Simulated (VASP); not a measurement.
# In3Cu in VASP: a series of runs

In3Cu is run at these levels: PBE; tasks: single point, relaxation of cell and atoms.

All numbers are computed with VASP 6.6.1; they aren't measurements. Logs are shortened: lines on timing, memory, paths and dates and some standing lists are left out, and cuts for length are marked.

### 1 The cell of the first run

The structure is tetragonal, space group P4mm (No. 99). Conventional cell: a = 5.105 Å, b = 5.105 Å, c = 5.101 Å, α = 90.00°, β = 90.00°, γ = 90.00°. Within 3.4 Å of In (site symmetry 2mm) lie 2 Cu at 2.55 Å. Within 3.4 Å of In (site symmetry 4mm) lie 2 Cu at 2.55 Å. Within 3.4 Å of Cu (site symmetry 4mm) lie 6 In at 2.55 Å.

### 2 Single point, PBE

Contents of INCAR:

```
  PREC = Accurate
  ENCUT = 520
  EDIFF = 1E-7
  ISMEAR = 0
  SIGMA = 0.1
  LREAL = False
  LASPH = True
  NELM = 60
  ALGO = Normal
  ISIF = 2
  LWAVE = False
  LCHARG = False
  GGA = PE
  NBANDS = 33
```

Contents of KPOINTS:

```
Automatic mesh
0
Gamma
  4 4 4
```

Contents of POSCAR:

```
In3Cu
1.0
    5.1046422425      0.0000000000      0.0000000000
    0.0000000000      5.1046422425      0.0000000000
    0.0000000000      0.0000000000      5.1014157432
In Cu
3 1
Direct
    0.5000000000      0.0000000000      0.6185232999
    0.0000000000      0.5000000000      0.6185232999
    0.0000000000      0.0000000000      0.1195731515
    0.0000000000      0.0000000000      0.6199560288
```

Potentials or basis: VASP PAW PBE potentials, release 64 (In_d, Cu).

The run is started by

```bash
cat potpaw_PBE.64/In_d/POTCAR potpaw_PBE.64/Cu/POTCAR > POTCAR
mpirun -np 1 vasp_std > vasp.out
```

OUTCAR:

```text
PREC = Accurate
   ENCUT = 520
   EDIFF = 1E-7
   ISMEAR = 0
   LREAL = False
   LASPH = True
   NELM = 60
   ISIF = 2
   GGA = PE

 ion  position               nearest neighbor table
   1  0.500  0.000  0.619-   4 2.55   4 2.55   3 3.60   3 3.60   2 3.61   2 3.61   2 3.61   2 3.61
                             3 3.61   3 3.61
   2  0.000  0.500  0.619-   4 2.55   4 2.55   3 3.60   3 3.60   1 3.61   1 3.61   1 3.61   1 3.61
                             3 3.61   3 3.61
   3  0.000  0.000  0.120-   4 2.55   4 2.55   2 3.60   1 3.60   2 3.60   1 3.60   1 3.61   2 3.61
                             2 3.61   1 3.61
   4  0.000  0.000  0.620-   3 2.55   2 2.55   1 2.55   2 2.55   1 2.55   3 2.55

  LATTYP: Found a simple tetragonal cell.
 ALAT       =     5.1046422425
 C/A-ratio  =     0.9993679284

  Lattice vectors:

 A1 = (   5.1046422425,   0.0000000000,   0.0000000000)
 A2 = (   0.0000000000,   5.1046422425,   0.0000000000)
 A3 = (   0.0000000000,   0.0000000000,   5.1014157432)

Analysis of symmetry for initial positions (statically):
=====================================================================
 Subroutine PRICEL returns:
 Original cell was already a primitive cell.

 Routine SETGRP: Setting up the symmetry group for a
 simple tetragonal supercell.

 Subroutine GETGRP returns: Found  8 space group operations
 (whereof  8 operations were pure point group operations)
 out of a pool of 16 trial point group operations.

The static configuration has the point symmetry C_4v.

Analysis of symmetry for dynamics (positions and initial velocities):
=====================================================================
 Subroutine PRICEL returns:
 Original cell was already a primitive cell.

 Routine SETGRP: Setting up the symmetry group for a
 simple tetragonal supercell.

 Subroutine GETGRP returns: Found  8 space group operations
 (whereof  8 operations were pure point group operations)
 out of a pool of 16 trial point group operations.

The dynamic configuration has the point symmetry C_4v.

 Subroutine INISYM returns: Found  8 space group operations
 (whereof  8 operations are pure point group operations),
 and found     1 'primitive' translations

----------------------------------------------------------------------------------------

                                     Primitive cell

  volume of cell :     132.9295

  direct lattice vectors                    reciprocal lattice vectors
     5.104642242  0.000000000  0.000000000     0.195900115  0.000000000  0.000000000
     0.000000000  5.104642242  0.000000000     0.000000000  0.195900115  0.000000000
     0.000000000  0.000000000  5.101415743     0.000000000  0.000000000  0.196024016

  length of vectors
     5.104642242  5.104642242  5.101415743     0.195900115  0.195900115  0.196024016

  position of ions in fractional coordinates (direct lattice)
     0.500000000  0.000000000  0.618523300
     0.000000000  0.500000000  0.618523300
     0.000000000  0.000000000  0.119573151
     0.000000000  0.000000000  0.619956029

  ion indices of the primitive-cell ions
   primitive index   ion index
                 1           1
                 2           2
                 3           3
                 4           4

----------------------------------------------------------------------------------------

 KPOINTS: Automatic mesh

Automatic generation of k-mesh.
 Grid dimensions read from file:
 generate k-points for:    4    4    4

 Generating k-lattice:

  Cartesian coordinates                     Fractional coordinates (reciprocal lattice)
     0.048975029  0.000000000  0.000000000     0.250000000  0.000000000  0.000000000
     0.000000000  0.048975029  0.000000000     0.000000000  0.250000000  0.000000000
     0.000000000  0.000000000  0.049006004     0.000000000  0.000000000  0.250000000

  Length of vectors
     0.048975029  0.048975029  0.049006004

  Shift w.r.t. Gamma in fractional coordinates (k-lattice)
     0.000000000  0.000000000  0.000000000

 Subroutine IBZKPT returns following result:
 ===========================================

 Found     18 irreducible k-points:

 Following reciprocal coordinates:
            Coordinates               Weight
  0.000000  0.000000  0.000000      1.000000
  0.250000  0.000000  0.000000      4.000000
  0.500000  0.000000  0.000000      2.000000
  0.250000  0.250000  0.000000      4.000000
  0.500000  0.250000  0.000000      4.000000
  0.500000  0.500000  0.000000      1.000000
[... 10 lines left out ...]
  0.500000  0.250000  0.500000      4.000000
  0.500000  0.500000  0.500000      1.000000
   k-points           NKPTS =     18   k-points in BZ     NKDIM =     18   number of bands    NBANDS=     33
   number of dos      NEDOS =    301   number of ions     NIONS =      4
   total plane-waves  NPLWV =  64000
   dimension x,y,z NGX =    40 NGY =   40 NGZ =   40
   dimension x,y,z NGXF=    80 NGYF=   80 NGZF=   80
   ions per type =               3   1
   NGX,Y,Z   is equivalent  to a cutoff of  13.03, 13.03, 13.04 a.u.
   NGXF,Y,Z  is equivalent  to a cutoff of  26.05, 26.05, 26.07 a.u.
 SYSTEM =  unknown system
   PREC   = accura    normal or accurate (medium, high low for compatibility)
   ISTART =      0    job   : 0-new  1-cont  2-samecut
   ICHARG =      2    charge: 1-file 2-atom 10-const
   ISPIN  =      1    spin polarized calculation?
   LNONCOLLINEAR =      F non collinear calculations
   LSORBIT =      F    spin-orbit coupling
   LASPH  =      T    aspherical Exc in radial PAW
   ENCUT  =  520.0 eV  38.22 Ry    6.18 a.u.   9.49  9.49  9.49*2*pi/ulx,y,z
   NELM   =     60;   NELMIN=  2; NELMDL= -5     # of ELM steps
   EDIFF  = 0.1E-06   stopping-criterion for ELM
   LREAL  =      F    real-space projection
   EDIFFG = 0.1E-05   stopping-criterion for IOM
   NSW    =      0    number of steps for IOM
   IBRION =     -1    ionic relax: 0-MD 1-quasi-New 2-CG
   NFREE  =      0    steps in history (QN), initial steepest desc. (CG)
   ISIF   =      2    stress and relaxation
   ISYM   =      2    0-nonsym 1-usesym 2-fastsym
   POTIM  = 0.5000    time-step for ionic-motion
   TEBEG  =    0.0;   TEEND  =   0.0 temperature during run
   PSTRESS=    0.0 pullay stress
   NELECT =      50.0000    total number of electrons
   NUPDOWN=      -1.0000    fix difference up-down
   EMIN   =  10.00;   EMAX   =-10.00  energy-range for DOS
   EFERMI =   0.00;   METHOD = LEGACY
   ISMEAR =     0;   SIGMA  =   0.10  broadening in eV -4-tet -1-fermi 0-gaus
   EFERMI_NEDOS =   21; number of points for ismear=-14 and -15
   IALGO  =     38    algorithm
   IMIX   =      4    mixing-type and parameters
     AMIX     =   0.40;   BMIX     =  1.00
     AMIX_MAG =   1.60;   BMIX_MAG =  1.00
  volume/ion in A,a.u.               =      33.23       224.26
  Fermi-wavevector in a.u.,A,eV,Ry     =   1.181747  2.233177 19.000879  1.396525
  Thomas-Fermi vector in A             =   2.318014
   LORBIT       =      0    0 simple, 1 ext, 2 COOP (PROOUT), +10 PAW based schemes
   GGA     = PE    functional components
   LHFCALC =     F    Hartree Fock is set to
   AEXX    =    0.0000 exact exchange contribution
   IVDW    =     0    specifies the selected vdW correction
   LEPSILON=     F    determine dielectric tensor
   LRPA    =     F    only Hartree local field effects (RPA)
 non-spin polarized calculation
 Gauss-broadening in eV      SIGMA  =   0.10
  energy-cutoff  :      520.00
  volume of cell :      132.93
 maximum number of plane-waves:      3687
 NGX is ok and might be reduce to    40
   NGX = 19   NGY = 19   NGZ = 19

 number of electron      49.9999981 magnetization

 Free energy of the ion-electron system (eV)
  ---------------------------------------------------
  ext. energy  EPLUGINS =         0.00000000
  ---------------------------------------------------
  free energy    TOTEN  =       -10.17884775 eV

  energy without entropy =      -10.15137626  energy(sigma->0) =      -10.16511200

 E-fermi :   3.9387     XC(G=0):  -8.4398

 val. band max:        3.9129260283   @ k =   0.5000   0.2500   0.2500
 cond. band min:       3.9523396911   @ k =   0.5000   0.0000   0.5000
 fundamental gap:      0.0394136627
 Fermi energy:         3.9386735946

 k-point     1 :       0.0000    0.0000    0.0000
  band No.  band energies     occupation
      1     -10.8207      2.00000
      2     -10.7139      2.00000
      3     -10.7139      2.00000
      4     -10.7133      2.00000
      5     -10.6756      2.00000
      6     -10.6745      2.00000
[... 25 lines left out ...]
     32       8.5748      0.00000
     33       8.5748      0.00000

 k-point     2 :       0.2500    0.0000    0.0000
  band No.  band energies     occupation
      1     -10.7865      2.00000
      2     -10.7070      2.00000
      3     -10.6778      2.00000
      4     -10.6774      2.00000
      5     -10.6726      2.00000
      6     -10.6558      2.00000
[... 25 lines left out ...]
     32       8.3966      0.00000
     33       8.3990      0.00000

 k-point     3 :       0.5000    0.0000    0.0000
  band No.  band energies     occupation
      1     -10.7477      2.00000
      2     -10.6991      2.00000
      3     -10.6699      2.00000
      4     -10.6293      2.00000
      5     -10.6283      2.00000
      6     -10.6263      2.00000
[... 25 lines left out ...]
     32       8.5483      0.00000
     33      10.2421      0.00000

 k-point     4 :       0.2500    0.2500    0.0000
  band No.  band energies     occupation
      1     -10.7564      2.00000
      2     -10.6806      2.00000
      3     -10.6748      2.00000
      4     -10.6627      2.00000
      5     -10.6606      2.00000
      6     -10.6332      2.00000
[... 457 lines left out ...]
     32       9.0414      0.00000
     33       9.4813      0.00000

 k-point    17 :       0.5000    0.2500    0.5000
  band No.  band energies     occupation
      1     -10.6797      2.00000
      2     -10.6770      2.00000
      3     -10.6766      2.00000
      4     -10.6656      2.00000
      5     -10.6528      2.00000
      6     -10.6514      2.00000
[... 25 lines left out ...]
     32      10.7372      0.00000
     33      11.0182      0.00000

 k-point    18 :       0.5000    0.5000    0.5000
  band No.  band energies     occupation
      1     -10.6854      2.00000
      2     -10.6850      2.00000
      3     -10.6850      2.00000
      4     -10.6779      2.00000
      5     -10.6648      2.00000
      6     -10.6636      2.00000
[... 25 lines left out ...]
     32      11.1325      0.00000
     33      11.1325      0.00000

------------------------ aborting loop because EDIFF is reached ----------------------------------------

  FORCE on cell =-STRESS in cart. coord.  units (eV):
  Direction    XX          YY          ZZ          XY          YZ          ZX
  --------------------------------------------------------------------------------------
  -------------------------------------------------------------------------------------
  Total       -0.0615368     -0.0615368     -0.0529291      0.0000000     -0.0000000      0.0000000
  in kB       -0.7416926     -0.7416926     -0.6379453      0.0000000     -0.0000000      0.0000000
  external PRESSURE =      -0.7071101 kB  Pullay stress =       0.0000000 kB

 VOLUME and BASIS-vectors are now :
 -----------------------------------------------------------------------------
  energy-cutoff  :      520.00
  volume of cell :      132.93
      direct lattice vectors                 reciprocal lattice vectors
     5.104642242  0.000000000  0.000000000     0.195900115  0.000000000  0.000000000
     0.000000000  5.104642242  0.000000000     0.000000000  0.195900115  0.000000000
     0.000000000  0.000000000  5.101415743     0.000000000  0.000000000  0.196024016

 POSITION                                       TOTAL-FORCE (eV/Angst)
 -----------------------------------------------------------------------------------
      2.55232      0.00000      3.15534         0.000000     -0.000000      0.002113
      0.00000      2.55232      3.15534         0.000000      0.000000      0.002113
      0.00000      0.00000      0.60999         0.000000     -0.000000      0.008567
      0.00000      0.00000      3.16265         0.000000     -0.000000     -0.012793
 -----------------------------------------------------------------------------------
    total drift:                               -0.000000     -0.000000     -0.001172

  FREE ENERGIE OF THE ION-ELECTRON SYSTEM (eV)
  ---------------------------------------------------
  free  energy   TOTEN  =       -10.1788477478 eV

  energy  without entropy=      -10.1513762580  energy(sigma->0) =      -10.16511200
```

Run time: 94 s. Hardware: 1 thread of Intel Xeon Platinum 8259CL at 2.50GHz (Skylake/Cascade Lake), shared host; peak memory 0.27 GiB.

What came out:

```
Free energy            : -10.1788 eV
Pressure               : -0.1 GPa
Largest force          : 0.013 eV/Å
Band gap on the k mesh : zero (band 25 reaches 4.74 eV, above the bottom of band 26 at 2.57 eV)
```

Forces in eV/Å, atoms in the order of the input:
```
In   0.000  0.000  0.002
In   0.000  0.000  0.002
In   0.000  0.000  0.009
Cu   0.000  0.000 -0.013
```

Caveat: spin-orbit coupling is left out, which moves the levels of the heavy elements.

(Part 1 of 2 ends here.)
